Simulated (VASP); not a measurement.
Runs of VASP 6.6.1 on Mg. The structure is that of space group Im-3m (No. 229), or close to it. The cells are those of the table. 

```tsv
cell	gap on the mesh (eV)	pressure (GPa)
a = 2.563 Å, angles 109.4, 109.4, 109.7°, 1 atom	none	61.9
a = 2.552 Å, angles 109.6, 109.6, 109.3°, 1 atom	none	65.0
a = 2.574 Å, angles 109.2, 109.2, 110.0°, 1 atom	none	58.9
a = 2.557 Å, angles 109.5°, 1 atom	none	(b)
a = 2.546 Å, angles 109.7, 109.7, 109.1°, 1 atom	none	66.7
a = 2.540 Å, angles 109.7, 109.7, 108.9°, 1 atom	none	(a)
a = 2.569 Å, angles 109.3, 109.3, 109.8°, 1 atom	none	60.4
```

Alike in all rows: task single point; level PBE; potentials or basis VASP PAW PBE potentials, release 64 (Mg); no spin polarisation; k mesh 16 × 16 × 16; cutoff (eV) 520; smearing fermi-dirac 0.1 eV.

Q: Estimate the missing entries.

A: (a) 68.3; (b) 63.5.

A gap of «none» marks levels without a gap at the run's occupations.
